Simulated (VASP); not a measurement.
Set up this calculation in VASP 6.6.1, as the native input.

| Quantity | Value |
| --- | --- |
| Task | single point |
| Functional | PBEsol |
| Potentials or basis | VASP PAW PBE potentials, release 64 (Au) |
| Cutoff | 500 eV |
| k mesh | 10 × 10 × 10 |
| Occupations | fermi-dirac, width 0.1 eV |
| Spin | no spin polarisation |
| Dipole correction | no |
| Further INCAR settings | ALGO = Normal; EDIFF = 1e-06; NBANDS = 12 |

The structure of Au lies in POSCAR:

```
Au
1.0
    2.7251705733     -0.0000000151     -0.0000000261
   -0.9083901769      2.5693154614     -0.0000000261
   -0.9083901769     -1.2846576930      2.2250924817
Au
1
Direct
    0.0000000000      0.0000000000      0.0000000000
```

One way to write it, as run:

INCAR

```
ALGO = Normal
EDIFF = 1E-6
ENCUT = 500
GGA = PS
GGA_COMPAT = False
ISIF = 2
ISMEAR = -1
LASPH = True
LCHARG = False
LREAL = False
LWAVE = False
NBANDS = 12
NELM = 120
PREC = Accurate
SIGMA = 0.1
```

KPOINTS

```
k-points
0
Gamma
  10 10 10
```

Potentials or basis: VASP PAW PBE potentials, release 64 (Au).

Run with:

```sh
$ cat potpaw_PBE.64/Au/POTCAR > POTCAR
$ mpirun -np 1 vasp_std > vasp.out
```

Results of the run:

The pressure is 19.6 GPa.

Caveat: the PAW data sets were made with another functional, which shifts forces and pressure a little.

Wall time 5 s on 1 thread of Intel Xeon 6975P-C, with other jobs on the host, peak memory 0.13 GiB.
